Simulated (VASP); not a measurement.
TaNb2O5, 8 atoms in the cell. The structure is tetragonal, space group P4/mmm (No. 123). Conventional cell: a = 3.701 Å, b = 3.701 Å, c = 6.855 Å, α = 90.00°, β = 90.00°, γ = 90.00°. Ta (site symmetry 4/mmm) has 12 O at 2.57 to 2.62 Å and 8 Nb at 3.09 Å within 3.4 Å. Nb (site symmetry 4mm) has 5 O at 1.65 to 1.86 Å within 2.2 Å. Within 2.2 Å of O (site symmetry 4/mmm) lie 2 Nb at 1.65 Å. O (site symmetry 2mm) has 2 Nb at 1.86 Å and 2 Ta at 2.57 Å and 6 O at 2.57 to 2.62 Å within 2.7 Å. The cell was built from a structure type or drawn by symmetry, and may not be a known phase.

```yaml
Program: VASP 6.6.1
Task: relaxation of cell and atoms
Functional: PBE
Potentials_or_basis: VASP PAW PBE potentials, release 64 (Ta_pv, Nb_sv, O)
Cutoff: 600 eV
k_mesh: 3 × 3 × 2
Occupations: gaussian, width 0.15 eV
Spin: no spin polarisation
Dipole_correction: no
Further_INCAR_settings: ALGO = Normal; EDIFF = 1e-07; IBRION = 2; EDIFFG = -0.08; NSW = 36; ISIF = 3
```

Potentials or basis: VASP PAW PBE potentials, release 64 (Ta_pv, Nb_sv, O).

Command:

```sh
$ cat potpaw_PBE.64/Ta_pv/POTCAR potpaw_PBE.64/Nb_sv/POTCAR potpaw_PBE.64/O/POTCAR > POTCAR
$ mpirun -np 1 vasp_std > vasp.out
```

Hardware: 1 thread of AMD EPYC 9R45 96-Core Processor (Zen 5) (shared host).

Problem. Estimate the wall time of this run.

Solution. Run time: 6.2 min on 1 thread of AMD EPYC 9R45 96-Core Processor (Zen 5), on a shared host, peak memory 0.21 GiB. Counts: scf iterations 248, k points 6, ion steps 11.
